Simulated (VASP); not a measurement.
SrO: single point with PBEsol

SrO:

```
CELL_PARAMETERS angstrom
4.29684 0.00000 0.00000
-2.14842 3.72118 0.00000
0.00000 0.00000 5.15559
ATOMIC_POSITIONS crystal
Sr 0.33333 0.66667 0.93813
Sr 0.66667 0.33333 0.43813
O 0.33333 0.66667 0.43687
O 0.66667 0.33333 0.93687
```

```
Program             : VASP 6.6.1
Task                : single point
Functional          : PBEsol
Potentials or basis : VASP PAW PBE potentials, release 64 (Sr_sv, O)
Cutoff              : 520 eV
k mesh              : 6 × 6 × 4
Occupations         : gaussian, width 0.02 eV
Spin                : no spin polarisation
```

```json
{
  "Pressure": "-2.1 GPa",
  "Largest force": "0.013 eV/Å",
  "Band gap on the k mesh": "2.46 eV, direct"
}
```

Forces in eV/Å, atoms in the order of the input:
```
Sr   0.000  0.000 -0.013
Sr   0.000  0.000 -0.013
O    0.000  0.000  0.013
O    0.000  0.000  0.013
```

Stress tensor (GPa, compression positive):
```
-2.22  0.00  0.00
 0.00 -2.22  0.00
 0.00  0.00 -1.96
```

Levels at points of the mesh, in eV from the valence-band top:
| k point | band 12 | band 13 | band 14 | band 15 | band 16 | band 17 | band 18 | band 19 | band 20 | band 21 |
| --- | --- | --- | --- | --- | --- | --- | --- | --- | --- | --- |
| (0.00, 0.00, 0.00) | -1.05 | -0.90 | -0.90 | -0.35 | 0.00 | 2.46 | 6.01 | 6.01 | 7.02 | 7.99 |
| (0.50, 0.00, 0.00) | -0.88 | -0.40 | -0.36 | -0.34 | -0.28 | 4.16 | 4.72 | 4.96 | 6.99 | 7.95 |
| (0.00, 0.00, 0.50) | -1.28 | -1.10 | -1.10 | -1.10 | -1.10 | 4.17 | 4.17 | 7.75 | 7.75 | 7.75 |
| (0.50, 0.00, 0.50) | -1.67 | -0.91 | -0.91 | -0.46 | -0.46 | 4.81 | 4.81 | 7.30 | 7.30 | 8.03 |

Wall time 27 s on 1 thread of AMD EPYC 9R14 (Zen 4) (shared host), peak memory 0.17 GiB.

Caveat: the PAW data sets were made with another functional, which shifts forces and pressure a little. As with any semilocal functional, this PBEsol gap is likely too small.
